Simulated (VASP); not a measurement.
Cd3O:

```
CELL_PARAMETERS angstrom
-2.07179 2.07179 4.62790
2.07179 -2.07179 4.62790
2.07179 2.07179 -4.62790
ATOMIC_POSITIONS crystal
Cd 0.50000 0.50000 0.00000
Cd 0.25000 0.75000 0.50000
Cd 0.75000 0.25000 0.50000
O 0.00000 0.00000 0.00000
```

| Property | Result |
| --- | --- |
| Program | VASP 6.6.1 |
| Task | relaxation of cell and atoms |
| Functional | PBE |
| Potentials or basis | VASP PAW PBE potentials, release 64 (Cd, O) |
| Cutoff | 600 eV |
| k mesh | 6 × 6 × 6 |
| Occupations | gaussian, width 0.1 eV |
| Spin | no spin polarisation |

At the start: pressure -4.7 GPa; volume 19.86 Å³/atom.

Task: How do energy, volume and symmetry change on relaxing?

Result: Over 12 steps the energy falls by 35.9 meV/atom and the volume is 18.53 Å³/atom (-6.7 %); space group I4/mmm (No. 139, to 0.05 Å).

Step by step:
| step | energy change (eV) | largest force (eV/Å) | pressure (GPa) | volume (Å³) |
| --- | --- | --- | --- | --- |
| 1 | 0.0000 | 0.0000 | -4.72 | 79.46 |
| 2 | -0.1121 | 0.0000 | -0.17 | 72.92 |
| 3 | -0.1122 | 0.0000 | 0.05 | 72.67 |
| 4 | -0.1145 | 0.0000 | 0.07 | 72.68 |
| 5 | -0.1211 | 0.0000 | 0.10 | 72.68 |
| 6 | -0.1321 | 0.0000 | 0.36 | 72.64 |
| 7 | -0.1353 | 0.0000 | 1.65 | 72.33 |
| 8 | -0.1382 | 0.0000 | 1.00 | 72.49 |
| 9 | -0.1406 | 0.0000 | 0.67 | 72.89 |
| 10 | -0.1430 | 0.0000 | 0.25 | 73.56 |
| 11 | -0.1425 | 0.0000 | -0.59 | 74.88 |
| 12 | -0.1436 | 0.0000 | -0.17 | 74.13 |

Final structure:
```cif
data_structure
_symmetry_space_group_name_H-M 'P 1'
_symmetry_Int_Tables_number 1
_cell_length_a 5.6775
_cell_length_b 5.6775
_cell_length_c 5.6775
_cell_angle_alpha 140.268
_cell_angle_beta 140.268
_cell_angle_gamma 57.447
_cell_volume 74.13
loop_
_atom_site_label
_atom_site_type_symbol
_atom_site_fract_x
_atom_site_fract_y
_atom_site_fract_z
_atom_site_occupancy
Cd1 Cd 0.50000 0.50000 0.00000 1
Cd2 Cd 0.25000 0.75000 0.50000 1
Cd3 Cd 0.75000 0.25000 0.50000 1
O1 O 0.00000 0.00000 0.00000 1
```
